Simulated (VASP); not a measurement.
# Rh (Fm-3m) in VASP: single point with LDA

Aim: the single point of Rh with LDA.

Everything below comes from runs of VASP 6.6.1. Logs are shortened: lines on timing, memory, paths and dates and some standing lists are left out, and cuts for length are marked.

### 1 The cell of the first run

It takes space group Fm-3m (No. 225, cubic). Conventional cell: a = 3.739 Å, b = 3.739 Å, c = 3.739 Å, α = 90.00°, β = 90.00°, γ = 90.00°. Rh (site symmetry m-3m) has 12 Rh at 2.64 Å within 3.5 Å.

### 2 Single point, LDA

The input, INCAR:

```
  PREC = Accurate
  ENCUT = 530
  EDIFF = 1E-6
  ISMEAR = 0
  SIGMA = 0.1
  LREAL = F
  LASPH = T
  NELM = 120
  ALGO = Normal
  ISIF = 2
  LWAVE = F
  LCHARG = F
  GGA = CA
  NBANDS = 14
  GGA_COMPAT = F
```

The input, KPOINTS:

```
regular mesh
0
Gamma
  9 9 9
```

The input, POSCAR:

```
Rh
1.0
    0.0000000000      1.8693918315      1.8693918315
    1.8693918315      0.0000000000      1.8693918315
    1.8693918315      1.8693918315      0.0000000000
Rh
1
Direct
    0.0000000000      0.0000000000      0.0000000000
```

Potentials or basis: VASP PAW LDA potentials, release 64 (Rh_sv_GW).

Started as:

```bash
$ cat potpaw_LDA.64/Rh_sv_GW/POTCAR > POTCAR
$ mpirun -np 1 vasp_std > vasp.out
```

OUTCAR:

```text
PREC = Accurate
   ENCUT = 530
   EDIFF = 1E-6
   ISMEAR = 0
   LREAL = F
   LASPH = T
   NELM = 120
   ISIF = 2
   GGA = CA

 ion  position               nearest neighbor table
   1  0.000  0.000  0.000-

  LATTYP: Found a face centered cubic cell.
 ALAT       =     3.7387836630

  Lattice vectors:

 A1 = (   0.0000000000,   1.8693918315,   1.8693918315)
 A2 = (   1.8693918315,   0.0000000000,   1.8693918315)
 A3 = (   1.8693918315,   1.8693918315,   0.0000000000)

Analysis of symmetry for initial positions (statically):
=====================================================================
 Subroutine PRICEL returns:
 Original cell was already a primitive cell.

 Routine SETGRP: Setting up the symmetry group for a
 face centered cubic supercell.

 Subroutine GETGRP returns: Found 48 space group operations
 (whereof 48 operations were pure point group operations)
 out of a pool of 48 trial point group operations.

The static configuration has the point symmetry O_h .

Analysis of symmetry for dynamics (positions and initial velocities):
=====================================================================
 Subroutine PRICEL returns:
 Original cell was already a primitive cell.

 Routine SETGRP: Setting up the symmetry group for a
 face centered cubic supercell.

 Subroutine GETGRP returns: Found 48 space group operations
 (whereof 48 operations were pure point group operations)
 out of a pool of 48 trial point group operations.

The dynamic configuration has the point symmetry O_h .

 Subroutine INISYM returns: Found 48 space group operations
 (whereof 48 operations are pure point group operations),
 and found     1 'primitive' translations

----------------------------------------------------------------------------------------

                                     Primitive cell

  volume of cell :      13.0656

  direct lattice vectors                    reciprocal lattice vectors
     0.000000000  1.869391831  1.869391831    -0.267466666  0.267466666  0.267466666
     1.869391831  0.000000000  1.869391831     0.267466666 -0.267466666  0.267466666
     1.869391831  1.869391831  0.000000000     0.267466666  0.267466666 -0.267466666

  length of vectors
     2.643719281  2.643719281  2.643719281     0.463265854  0.463265854  0.463265854

  position of ions in fractional coordinates (direct lattice)
     0.000000000  0.000000000  0.000000000

  ion indices of the primitive-cell ions
   primitive index   ion index
                 1           1

----------------------------------------------------------------------------------------

 KPOINTS: regular mesh

Automatic generation of k-mesh.
 Grid dimensions read from file:
 generate k-points for:    9    9    9

 Generating k-lattice:

  Cartesian coordinates                     Fractional coordinates (reciprocal lattice)
    -0.029718518  0.029718518  0.029718518     0.111111111  0.000000000  0.000000000
     0.029718518 -0.029718518  0.029718518     0.000000000  0.111111111  0.000000000
     0.029718518  0.029718518 -0.029718518     0.000000000  0.000000000  0.111111111

  Length of vectors
     0.051473984  0.051473984  0.051473984

  Shift w.r.t. Gamma in fractional coordinates (k-lattice)
     0.000000000  0.000000000  0.000000000

 Subroutine IBZKPT returns following result:
 ===========================================

 Found     35 irreducible k-points:

 Following reciprocal coordinates:
            Coordinates               Weight
  0.000000  0.000000  0.000000      1.000000
  0.111111  0.000000  0.000000      8.000000
  0.222222  0.000000  0.000000      8.000000
  0.333333  0.000000  0.000000      8.000000
  0.444444  0.000000  0.000000      8.000000
  0.111111  0.111111  0.000000      6.000000
[... 16 lines left out ...]
 -0.333333  0.333333  0.000000     12.000000
  0.444444  0.444444  0.000000      6.000000
 [... further k-points ...]
   k-points           NKPTS =     35   k-points in BZ     NKDIM =     35   number of bands    NBANDS=     14
   number of dos      NEDOS =    301   number of ions     NIONS =      1
   total plane-waves  NPLWV =   8000
   dimension x,y,z NGX =    20 NGY =   20 NGZ =   20
   dimension x,y,z NGXF=    40 NGYF=   40 NGZF=   40
   ions per type =               1
   NGX,Y,Z   is equivalent  to a cutoff of  12.58, 12.58, 12.58 a.u.
   NGXF,Y,Z  is equivalent  to a cutoff of  25.15, 25.15, 25.15 a.u.
 SYSTEM =  unknown system
   PREC   = accura    normal or accurate (medium, high low for compatibility)
   ISTART =      0    job   : 0-new  1-cont  2-samecut
   ICHARG =      2    charge: 1-file 2-atom 10-const
   ISPIN  =      1    spin polarized calculation?
   LNONCOLLINEAR =      F non collinear calculations
   LSORBIT =      F    spin-orbit coupling
   LASPH  =      T    aspherical Exc in radial PAW
   ENCUT  =  530.0 eV  38.95 Ry    6.24 a.u.   4.96  4.96  4.96*2*pi/ulx,y,z
   NELM   =    120;   NELMIN=  2; NELMDL= -5     # of ELM steps
   EDIFF  = 0.1E-05   stopping-criterion for ELM
   LREAL  =      F    real-space projection
   EDIFFG = 0.1E-04   stopping-criterion for IOM
   NSW    =      0    number of steps for IOM
   IBRION =     -1    ionic relax: 0-MD 1-quasi-New 2-CG
   NFREE  =      0    steps in history (QN), initial steepest desc. (CG)
   ISIF   =      2    stress and relaxation
   ISYM   =      2    0-nonsym 1-usesym 2-fastsym
   POTIM  = 0.5000    time-step for ionic-motion
   TEBEG  =    0.0;   TEEND  =   0.0 temperature during run
   PSTRESS=    0.0 pullay stress
   NELECT =      17.0000    total number of electrons
   NUPDOWN=      -1.0000    fix difference up-down
   EMIN   =  10.00;   EMAX   =-10.00  energy-range for DOS
   EFERMI =   0.00;   METHOD = LEGACY
   ISMEAR =     0;   SIGMA  =   0.10  broadening in eV -4-tet -1-fermi 0-gaus
   EFERMI_NEDOS =   21; number of points for ismear=-14 and -15
   IALGO  =     38    algorithm
   IMIX   =      4    mixing-type and parameters
     AMIX     =   0.40;   BMIX     =  1.00
     AMIX_MAG =   1.60;   BMIX_MAG =  1.00
  volume/ion in A,a.u.               =      13.07        88.17
  Fermi-wavevector in a.u.,A,eV,Ry     =   1.787231  3.377378 43.459679  3.194196
  Thomas-Fermi vector in A             =   2.850653
   LORBIT       =      0    0 simple, 1 ext, 2 COOP (PROOUT), +10 PAW based schemes
   GGA     = CA    functional components
   LHFCALC =     F    Hartree Fock is set to
   AEXX    =    0.0000 exact exchange contribution
   IVDW    =     0    specifies the selected vdW correction
   LEPSILON=     F    determine dielectric tensor
   LRPA    =     F    only Hartree local field effects (RPA)
 non-spin polarized calculation
 Gauss-broadening in eV      SIGMA  =   0.10
  energy-cutoff  :      530.00
  volume of cell :       13.07
 maximum number of plane-waves:       375
   NGX =  9   NGY =  9   NGZ =  9

 number of electron      16.9999995 magnetization

 Free energy of the ion-electron system (eV)
  ---------------------------------------------------
  ext. energy  EPLUGINS =         0.00000000
  ---------------------------------------------------
  free energy    TOTEN  =        -7.81981793 eV

  energy without entropy =       -7.81473097  energy(sigma->0) =       -7.81727445

 E-fermi :  11.4199     XC(G=0): -14.7550

 val. band max:       11.4197699799   @ k =  -0.3333   0.3333   0.0000
 cond. band min:      11.4534193778   @ k =  -0.4444   0.4444   0.1111
 fundamental gap:      0.0336493978
 Fermi energy:        11.4198755999

 k-point     1 :       0.0000    0.0000    0.0000
  band No.  band energies     occupation
      1     -67.1328      2.00000
      2     -34.7544      2.00000
      3     -34.7544      2.00000
      4     -34.7544      2.00000
      5       3.0964      2.00000
      6       8.1293      2.00000
      7       8.1293      2.00000
      8       8.1293      2.00000
      9      10.4175      2.00000
     10      10.4175      2.00000
     11      27.1972      0.00000
     12      32.7450      0.00000
     13      32.7450      0.00000
     14      32.7450      0.00000

 k-point     2 :       0.1111    0.0000    0.0000
  band No.  band energies     occupation
      1     -67.1160      2.00000
      2     -34.8625      2.00000
      3     -34.7690      2.00000
      4     -34.7690      2.00000
      5       3.6017      2.00000
      6       7.9165      2.00000
      7       8.3204      2.00000
      8       8.3204      2.00000
      9      10.3183      2.00000
     10      10.3183      2.00000
     11      27.9370      0.00000
     12      30.7387      0.00000
     13      33.5208      0.00000
     14      33.5208      0.00000

 k-point     3 :       0.2222    0.0000    0.0000
  band No.  band energies     occupation
      1     -67.0734      2.00000
      2     -35.1312      2.00000
      3     -34.8058      2.00000
      4     -34.8058      2.00000
      5       4.7147      2.00000
      6       7.8282      2.00000
      7       8.5406      2.00000
      8       8.5406      2.00000
      9      10.4337      2.00000
     10      10.4337      2.00000
     11      27.6142      0.00000
     12      29.0600      0.00000
     13      35.5686      0.00000
     14      35.5686      0.00000
[... 324 lines left out ...]
 k-point    23 :      -0.3333    0.3333    0.0000
  band No.  band energies     occupation
      1     -66.9524      2.00000
      2     -35.3586      2.00000
      3     -35.3528      2.00000
      4     -34.9693      2.00000
      5       5.9895      2.00000
      6       7.0293      2.00000
      7       8.3205      2.00000
      8      10.1282      2.00000
      9      11.4198      1.00119
     10      18.3819      0.00000
     11      21.8408      0.00000
     12      23.9597      0.00000
     13      30.4229      0.00000
     14      31.8680      0.00000

 k-point    24 :       0.4444    0.4444    0.0000
  band No.  band energies     occupation
      1     -66.9465      2.00000
      2     -35.5685      2.00000
      3     -35.0696      2.00000
      4     -35.0696      2.00000
      5       4.7367      2.00000
      6       5.1033      2.00000
      7      12.0426      0.00000
      8      12.3632      0.00000
      9      12.3632      0.00000
     10      14.1121      0.00000
     11      25.1672      0.00000
     12      25.3420      0.00000
     13      25.3420      0.00000
     14      35.1585      0.00000

 [... further k-points ...]

------------------------ aborting loop because EDIFF is reached ----------------------------------------

  FORCE on cell =-STRESS in cart. coord.  units (eV):
  Direction    XX          YY          ZZ          XY          YZ          ZX
  --------------------------------------------------------------------------------------
  -------------------------------------------------------------------------------------
  Total        0.1661992      0.1661992      0.1661992      0.0000000      0.0000000     -0.0000000
  in kB       20.3802079     20.3802079     20.3802079      0.0000000      0.0000000     -0.0000000
  external PRESSURE =      20.3802079 kB  Pullay stress =       0.0000000 kB

 VOLUME and BASIS-vectors are now :
 -----------------------------------------------------------------------------
  energy-cutoff  :      530.00
  volume of cell :       13.07
      direct lattice vectors                 reciprocal lattice vectors
     0.000000000  1.869391831  1.869391831    -0.267466666  0.267466666  0.267466666
     1.869391831  0.000000000  1.869391831     0.267466666 -0.267466666  0.267466666
     1.869391831  1.869391831  0.000000000     0.267466666  0.267466666 -0.267466666

 POSITION                                       TOTAL-FORCE (eV/Angst)
 -----------------------------------------------------------------------------------
      0.00000      0.00000      0.00000         0.000000      0.000000     -0.000000
 -----------------------------------------------------------------------------------
    total drift:                               -0.000000     -0.000000     -0.000000

  FREE ENERGIE OF THE ION-ELECTRON SYSTEM (eV)
  ---------------------------------------------------
  free  energy   TOTEN  =        -7.8198179280 eV

  energy  without entropy=       -7.8147309665  energy(sigma->0) =       -7.81727445
```

It took 8.4 s on 1 thread of AMD EPYC 7R13 (Zen 3), shared host; peak memory 0.09 GiB.

Results:

```yaml
Free_energy: -7.8198 eV
Pressure: 2.0 GPa
Band_gap_on_the_k_mesh: zero (an odd number of electrons rules out a gap without spin polarisation)
```

The gap in the log of VASP goes by the Fermi energy; the results here count the filled bands.